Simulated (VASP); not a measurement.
# Al2Cu (Pm) in VASP: notebook

Runs on Al2Cu. Level: PBE. Tasks: single point.

All numbers are computed with VASP 6.6.1; they aren't measurements. Logs are shortened: lines on timing, memory, paths and dates and some standing lists are left out, and cuts for length are marked.

**1. The cell of the first run**

It takes space group Pm (No. 6, monoclinic). The conventional cell has a = 4.121 Å, b = 2.885 Å, c = 4.121 Å, α = 90.00°, β = 90.00°, γ = 90.00°. Within 3.4 Å of Al (site symmetry m) lie 4 Cu at 2.39 to 2.64 Å and 6 Al at 2.50 to 3.36 Å. Within 3.4 Å of Al (site symmetry m) lie 6 Al at 2.50 to 3.36 Å and 4 Cu at 2.53 to 2.68 Å. Cu (site symmetry m) has 8 Al at 2.39 to 2.68 Å and 2 Cu at 2.88 Å within 3.2 Å.

**2. Single point, PBE (atoms displaced along a vibrational mode)**

File INCAR:

```
  ALGO = Fast
  EDIFF = 1E-6
  ENCUT = 520
  GGA = PE
  ISIF = 2
  ISMEAR = 0
  LASPH = True
  LCHARG = False
  LREAL = False
  LWAVE = False
  NBANDS = 16
  NELM = 80
  PREC = Accurate
  SIGMA = 0.15
```

File KPOINTS:

```
k-points
0
Gamma
  10 10 14
```

File POSCAR:

```
Al2Cu
1.0
    4.1211626268      0.0000000000      0.0000000000
    0.0000000000      4.1211626268      0.0000000000
    0.0000000000      0.0000000000      2.8847334069
Al Cu
2 1
Direct
    0.5090462006      0.0039076392      0.5000000000
   -0.1184131868      0.4827718519      0.5000000000
    0.0464370620      0.0056558685      0.0000000000
```

Potentials or basis: VASP PAW PBE potentials, release 64 (Al, Cu).

Launch:

```console
$ cat potpaw_PBE.64/Al/POTCAR potpaw_PBE.64/Cu/POTCAR > POTCAR
$ mpirun -np 1 vasp_std > vasp.out
```

OUTCAR:

```text
EDIFF = 1E-6
   ENCUT = 520
   GGA = PE
   ISIF = 2
   ISMEAR = 0
   LASPH = True
   LREAL = False
   NELM = 80
   PREC = Accurate

 ion  position               nearest neighbor table
   1  0.509  0.004  0.500-   3 2.39   3 2.39   2 2.50   2 2.64   3 2.64   3 2.64   2 3.25   2 3.36

   2  0.882  0.483  0.500-   1 2.50   3 2.53   3 2.53   1 2.64   3 2.68   3 2.68   1 3.25   1 3.36

   3  0.046  0.006  0.000-   1 2.39   1 2.39   2 2.53   2 2.53   1 2.64   1 2.64   2 2.68   2 2.68

  LATTYP: Found a simple tetragonal cell.
 ALAT       =     4.1211626268
 C/A-ratio  =     0.6999804832

  Lattice vectors:

 A1 = (   4.1211626268,   0.0000000000,   0.0000000000)
 A2 = (   0.0000000000,   4.1211626268,   0.0000000000)
 A3 = (   0.0000000000,   0.0000000000,   2.8847334069)

Analysis of symmetry for initial positions (statically):
=====================================================================
 Subroutine PRICEL returns:
 Original cell was already a primitive cell.

 Routine SETGRP: Setting up the symmetry group for a
 simple tetragonal supercell.

 Subroutine GETGRP returns: Found  2 space group operations
 (whereof  2 operations were pure point group operations)
 out of a pool of 16 trial point group operations.

The static configuration has the point symmetry C_1h.

Analysis of symmetry for dynamics (positions and initial velocities):
=====================================================================
 Subroutine PRICEL returns:
 Original cell was already a primitive cell.

 Routine SETGRP: Setting up the symmetry group for a
 simple tetragonal supercell.

 Subroutine GETGRP returns: Found  2 space group operations
 (whereof  2 operations were pure point group operations)
 out of a pool of 16 trial point group operations.

The dynamic configuration has the point symmetry C_1h.

 Subroutine INISYM returns: Found  2 space group operations
 (whereof  2 operations are pure point group operations),
 and found     1 'primitive' translations

----------------------------------------------------------------------------------------

                                     Primitive cell

  volume of cell :      48.9943

  direct lattice vectors                    reciprocal lattice vectors
[... 86 lines left out ...]
   LASPH  =      T    aspherical Exc in radial PAW
   ENCUT  =  520.0 eV  38.22 Ry    6.18 a.u.   7.66  7.66  5.36*2*pi/ulx,y,z
   NELM   =     80;   NELMIN=  2; NELMDL= -5     # of ELM steps
   EDIFF  = 0.1E-05   stopping-criterion for ELM
   LREAL  =      F    real-space projection
   EDIFFG = 0.1E-04   stopping-criterion for IOM
   NSW    =      0    number of steps for IOM
   IBRION =     -1    ionic relax: 0-MD 1-quasi-New 2-CG
   NFREE  =      0    steps in history (QN), initial steepest desc. (CG)
   ISIF   =      2    stress and relaxation
   ISYM   =      2    0-nonsym 1-usesym 2-fastsym
   POTIM  = 0.5000    time-step for ionic-motion
   TEBEG  =    0.0;   TEEND  =   0.0 temperature during run
   PSTRESS=    0.0 pullay stress
   NELECT =      17.0000    total number of electrons
   NUPDOWN=      -1.0000    fix difference up-down
   EMIN   =  10.00;   EMAX   =-10.00  energy-range for DOS
   EFERMI =   0.00;   METHOD = LEGACY
   ISMEAR =     0;   SIGMA  =   0.15  broadening in eV -4-tet -1-fermi 0-gaus
   EFERMI_NEDOS =   21; number of points for ismear=-14 and -15
   IALGO  =     68    algorithm
   IMIX   =      4    mixing-type and parameters
     AMIX     =   0.40;   BMIX     =  1.00
     AMIX_MAG =   1.60;   BMIX_MAG =  1.00
  volume/ion in A,a.u.               =      16.33       110.21
  Fermi-wavevector in a.u.,A,eV,Ry     =   1.150384  2.173910 18.005716  1.323383
  Thomas-Fermi vector in A             =   2.287048
   LORBIT       =      0    0 simple, 1 ext, 2 COOP (PROOUT), +10 PAW based schemes
   GGA     = PE    functional components
   LHFCALC =     F    Hartree Fock is set to
   AEXX    =    0.0000 exact exchange contribution
   IVDW    =     0    specifies the selected vdW correction
   LEPSILON=     F    determine dielectric tensor
   LRPA    =     F    only Hartree local field effects (RPA)
 non-spin polarized calculation
 RMM-DIIS sequential band-by-band and
 Gauss-broadening in eV      SIGMA  =   0.15
  energy-cutoff  :      520.00
  volume of cell :       48.99
 maximum number of plane-waves:      1339
   NGX = 15   NGY = 15   NGZ = 11

 number of electron      16.9999995 magnetization

 Free energy of the ion-electron system (eV)
  ---------------------------------------------------
  ext. energy  EPLUGINS =         0.00000000
  ---------------------------------------------------
  free energy    TOTEN  =       -10.89995523 eV

  energy without entropy =      -10.88696525  energy(sigma->0) =      -10.89346024

 E-fermi :   6.9576     XC(G=0): -10.3553

 val. band max:        6.9544239955   @ k =   0.3000   0.2000   0.2857
 cond. band min:       6.9597007274   @ k =   0.2000   0.3000  -0.2857
 fundamental gap:      0.0052767319
 Fermi energy:         6.9576333453

 k-point     1 :       0.0000    0.0000    0.0000
  band No.  band energies     occupation
      1      -3.4284      2.00000
      2       1.9218      2.00000
      3       2.3101      2.00000
      4       2.9059      2.00000
      5       3.1271      2.00000
      6       3.2935      2.00000
[... 433 lines left out ...]
      3       2.3262      2.00000
      4       2.6345      2.00000
      5       2.8963      2.00000
      6       3.0974      2.00000
[... 8 lines left out ...]
     15      16.7031      0.00000
     16      18.6852      0.00000

 [... further k-points ...]

------------------------ aborting loop because EDIFF is reached ----------------------------------------

  FORCE on cell =-STRESS in cart. coord.  units (eV):
  Direction    XX          YY          ZZ          XY          YZ          ZX
  --------------------------------------------------------------------------------------
  -------------------------------------------------------------------------------------
  Total        2.2046719      1.4083471      0.0256422      0.5355167      0.0000000      0.0000000
  in kB       72.0956980     46.0548216      0.8385340     17.5121058      0.0000000      0.0000000
  external PRESSURE =      39.6630179 kB  Pullay stress =       0.0000000 kB

 VOLUME and BASIS-vectors are now :
 -----------------------------------------------------------------------------
  energy-cutoff  :      520.00
  volume of cell :       48.99
      direct lattice vectors                 reciprocal lattice vectors
     4.121162627  0.000000000  0.000000000     0.242649973  0.000000000  0.000000000
     0.000000000  4.121162627  0.000000000     0.000000000  0.242649973  0.000000000
     0.000000000  0.000000000  2.884733407     0.000000000  0.000000000  0.346652484

 POSITION                                       TOTAL-FORCE (eV/Angst)
 -----------------------------------------------------------------------------------
      2.09786      0.01610      1.44237        -0.256626     -0.481865      0.000000
      3.63316      1.98958      1.44237         1.270685      0.894063      0.000000
      0.19137      0.02331      0.00000        -1.014059     -0.412198      0.000000
 -----------------------------------------------------------------------------------
    total drift:                                0.000350      0.001533      0.000008

  FREE ENERGIE OF THE ION-ELECTRON SYSTEM (eV)
  ---------------------------------------------------
  free  energy   TOTEN  =       -10.8999552324 eV

  energy  without entropy=      -10.8869652470  energy(sigma->0) =      -10.89346024
```

Wall time 1.8 min (1 thread of Intel Xeon 6975P-C (Granite Rapids), shared host); peak memory 0.41 GiB.

Results:

```
Free energy            : -10.9000 eV
Pressure               : 4.0 GPa
Largest force          : 1.554 eV/Å
Band gap on the k mesh : zero (an odd number of electrons rules out a gap without spin polarisation)
```

Forces on the atoms (eV/Å):
```
Al  -0.257 -0.482  0.000
Al   1.271  0.894  0.000
Cu  -1.014 -0.412  0.000
```

Stress tensor (GPa, compression positive):
```
7.21 1.75 0.00
1.75 4.61 0.00
0.00 0.00 0.08
```

Levels at points of the mesh, in eV from the Fermi level:
| k point | band 6 | band 7 | band 8 | band 9 | band 10 | band 11 | band 12 | band 13 |
| --- | --- | --- | --- | --- | --- | --- | --- | --- |
| (0.00, 0.00, 0.00) | -3.66 | -2.25 | -2.10 | -0.13 | 0.53 | 5.86 | 6.15 | 6.89 |
| (0.50, 0.00, 0.00) | -3.86 | -3.66 | -0.67 | 1.13 | 1.37 | 2.47 | 7.63 | 8.42 |
| (0.00, 0.50, 0.00) | -3.83 | -3.70 | -1.02 | 0.55 | 1.98 | 3.02 | 7.50 | 8.29 |
| (0.50, 0.50, 0.00) | -3.86 | -3.83 | -3.69 | -2.57 | 8.35 | 8.62 | 9.41 | 9.45 |
| (0.00, 0.00, 0.50) | -3.82 | -2.78 | 1.86 | 1.97 | 2.05 | 3.00 | 3.59 | 3.75 |
| (0.50, 0.00, 0.50) | -3.90 | -3.23 | -2.00 | -1.86 | 2.42 | 4.49 | 5.00 | 5.31 |
| (0.00, 0.50, 0.50) | -3.70 | -2.67 | -2.19 | -1.87 | 3.78 | 3.82 | 4.28 | 5.35 |
| (0.50, 0.50, 0.50) | -3.02 | -2.33 | -1.70 | -1.67 | -0.45 | -0.27 | 0.79 | 2.19 |

Caveat: the cell differs from its parent crystal (atoms displaced along a vibrational mode); the cell stands under pressure; forces of over 1 eV/Å act on the atoms, so gaps and moduli don't describe the material at rest.

**3. Single point, PBE (atoms displaced along a vibrational mode)**

File INCAR:

```
SYSTEM = Al2Cu
PREC = Accurate ; ENCUT = 520
EDIFF = 1E-6 ; ISMEAR = 0
SIGMA = 0.15 ; LREAL = .FALSE.
LASPH = .TRUE. ; NELM = 60
ALGO = Fast ; ISIF = 2
LWAVE = .FALSE. ; LCHARG = .TRUE.
GGA = PE ; LELF = .TRUE.
LVHAR = .TRUE. ; NBANDS = 16
```

File KPOINTS:

```
regular mesh
0
G
  10 10 14
  0 0 0
```

File POSCAR:

```
Al2Cu
1.0
    4.1211626268      0.0000000000      0.0000000000
    0.0000000000      4.1211626268      0.0000000000
    0.0000000000      0.0000000000      2.8847334069
Al Cu
2 1
Direct
    0.5045231003      0.0039076392      0.5000000000
   -0.0592065934      0.4827718519      0.5000000000
    0.0232185310      0.0056558685      0.0000000000
```

Potentials or basis: VASP PAW PBE potentials, release 64 (Al, Cu).

Launch:

```console
$ cat potpaw_PBE.64/Al/POTCAR potpaw_PBE.64/Cu/POTCAR > POTCAR
$ mpirun -np 1 vasp_std > vasp.out
```

Run time: 1.8 min. Hardware: 1 thread of Intel Xeon 6975P-C (Granite Rapids), shared host; peak memory 0.41 GiB.

It converged, with:

| Property | Result |
| --- | --- |
| Free energy | -11.1835 eV |
| Pressure | 1.4 GPa |
| Largest force | 0.970 eV/Å |
| Band gap on the k mesh | zero (an odd number of electrons rules out a gap without spin polarisation) |

Forces in eV/Å, atoms in the order of the input:
```
Al  -0.082 -0.254  0.000
Al   0.513  0.824  0.000
Cu  -0.431 -0.569  0.000
```

Stress tensor (GPa, compression positive):
```
2.27 0.63 0.00
0.63 1.37 0.00
0.00 0.00 0.43
```

Levels at points of the mesh, in eV from the Fermi level:
```csv
k point,band 5,band 6,band 7,band 8,band 9,band 10,band 11,band 12,band 13,band 14
"(0.00, 0.00, 0.00)",-3.96,-3.91,-2.33,-2.27,-0.12,0.76,5.98,6.11,6.39,7.13
"(0.50, 0.00, 0.00)",-4.22,-3.99,-3.90,-0.92,1.42,1.50,2.15,7.52,8.30,9.27
"(0.00, 0.50, 0.00)",-4.18,-3.96,-3.93,-1.07,0.96,1.90,2.40,7.46,8.35,9.09
"(0.50, 0.50, 0.00)",-4.24,-4.09,-3.98,-3.93,-2.45,8.46,8.60,9.38,9.72,9.98
"(0.00, 0.00, 0.50)",-4.62,-3.97,-2.91,2.19,2.20,2.39,2.87,3.17,3.42,3.70
"(0.50, 0.00, 0.50)",-4.06,-4.03,-3.09,-2.29,-1.73,3.13,4.16,4.70,5.13,5.70
"(0.00, 0.50, 0.50)",-4.11,-3.97,-2.89,-2.34,-1.73,3.71,3.92,4.28,5.06,6.08
"(0.50, 0.50, 0.50)",-3.80,-3.30,-2.27,-2.07,-1.17,-0.69,-0.13,0.28,2.38,11.59
```

Caveat: the cell differs from its parent crystal (atoms displaced along a vibrational mode).

(Part 1 of 2 ends here.)
